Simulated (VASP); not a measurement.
Au: single point with r2SCAN

The system is Au.

```
Au
1.0
     1.40839   -2.52442    0.00000
     1.40839    2.52442    0.00000
     0.00000    0.00000    4.79921
Au
2
Direct
  0.66341 0.33659 0.25000
  0.33659 0.66341 0.75000
```

This cell differs from its parent crystal: volume scaled by 0.97, then relaxed in part.

```yaml
Program: VASP 6.6.1
Task: single point
Functional: r2SCAN
Potentials_or_basis: VASP PAW PBE potentials, release 64 (Au)
Cutoff: 520 eV
k_mesh: 16 × 16 × 10
Occupations: gaussian, width 0.1 eV
Spin: no spin polarisation
Dipole_correction: no
Further_INCAR_settings: ALGO = Normal; EDIFF = 1e-07; NBANDS = 18
```

| Quantity | Value |
| --- | --- |
| Pressure | 5.3 GPa |
| Band gap on the k mesh | zero (band 11 reaches 13.53 eV, above the bottom of band 12 at 6.48 eV) |

Levels at points of the mesh, in eV from the Fermi level:
```
           k point  band 8  band 9  band 10  band 11  band 12  band 13  band 14  band 15
(0.00, 0.00, 0.00)   -3.93   -3.72    -2.41    -2.39    -0.96     2.79    15.34    16.59
(0.50, 0.00, 0.00)   -2.18   -2.05    -1.88     0.48     1.79     6.17     7.70     7.89
(0.50, 0.50, 0.00)   -2.14   -2.12    -1.92     0.31     1.35     5.93     7.41     7.62
(0.00, 0.00, 0.50)   -4.67   -2.95    -2.95    -2.81    -2.81    11.20    11.20    15.66
(0.50, 0.00, 0.50)   -2.63   -1.93    -1.93     0.71     0.71     4.28     4.28    13.94
(0.50, 0.50, 0.50)   -2.54   -2.01    -2.01     0.34     0.34     3.87     3.87    13.64
```

It took 17 min on 1 thread of Oxide Virtual Turin-like Processor, on a shared host, peak memory 0.3 GiB.

Caveat: the PAW data sets were made with another functional, which shifts forces and pressure a little; spin-orbit coupling is left out, which moves the levels of the heavy elements.
